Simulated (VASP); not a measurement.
# In3SbAs4: single point with r2SCAN+rVV10

In3SbAs4:

```xyz
8
Lattice="-3.1041 3.1041 6.1886 3.1041 -3.1041 6.1886 3.1041 3.1041 -6.1886" Properties=species:S:1:pos:R:3 pbc="T T T"
In    0.0000    0.0000    6.1886
In    0.0000    3.1041    3.0943
In    3.1041    0.0000    3.0943
Sb    0.0000    0.0000    0.0000
As   -1.4842    1.4842    4.5897
As    1.4842   -1.4842    4.5897
As    1.6199    1.6199    1.5989
As    1.4842    1.4842    7.7874
```

| Property | Result |
| --- | --- |
| Program | VASP 6.6.1 |
| Task | single point |
| Functional | r2SCAN |
| Dispersion | rVV10 |
| Potentials or basis | VASP PAW PBE potentials, release 64 (In_d, Sb, As) |
| Cutoff | 520 eV |
| k mesh | 6 × 6 × 6 |
| Occupations | fermi-dirac, width 0.03 eV |
| Spin | no spin polarisation |
| Dipole correction | no |
| Further INCAR settings | ALGO = Normal; EDIFF = 1e-07; NBANDS = 42 |

```yaml
Pressure: 0.1 GPa
Largest_force: 0.009 eV/Å
Band_gap_on_the_k_mesh: zero (bands 32 and 33 overlap by 0.35 eV)
```

Forces in eV/Å, atoms in the order of the input:
```
In   0.000  0.000  0.000
In   0.000  0.000  0.000
In   0.000  0.000  0.000
Sb   0.000  0.000  0.000
As   0.005 -0.005 -0.005
As  -0.005  0.005 -0.005
As   0.005  0.005  0.005
As  -0.005 -0.005  0.005
```

Levels at points of the mesh, in eV from the Fermi level:
```
           k point  band 28  band 29  band 30  band 31  band 32  band 33  band 34  band 35  band 36  band 37
(0.00, 0.00, 0.00)    -3.68    -2.20    -1.51    -1.47    -1.47    -0.04     0.31     1.47     1.47     1.98
(0.50, 0.00, 0.00)    -3.17    -3.17    -2.67    -2.44     0.05     0.92     1.07     1.65     2.07     2.20
(0.50, 0.50, 0.00)    -2.64    -2.32    -2.27    -2.15    -1.54    -0.30     0.39     1.44     1.91     2.33
(0.50, 0.50, 0.50)    -2.95    -2.95    -2.72    -2.72    -0.75     0.06     0.06     0.12     1.09     1.24
```

It took 17 min on 1 thread of Intel(R) Xeon(R) 6975P-C (Granite Rapids), with other jobs on the host, peak memory 1.3 GiB.

Caveat: semilocal functionals underestimate gaps, and a narrow one can read as zero; the PAW data sets were made with another functional, which shifts forces and pressure a little; spin-orbit coupling is left out, which moves the levels of the heavy elements.
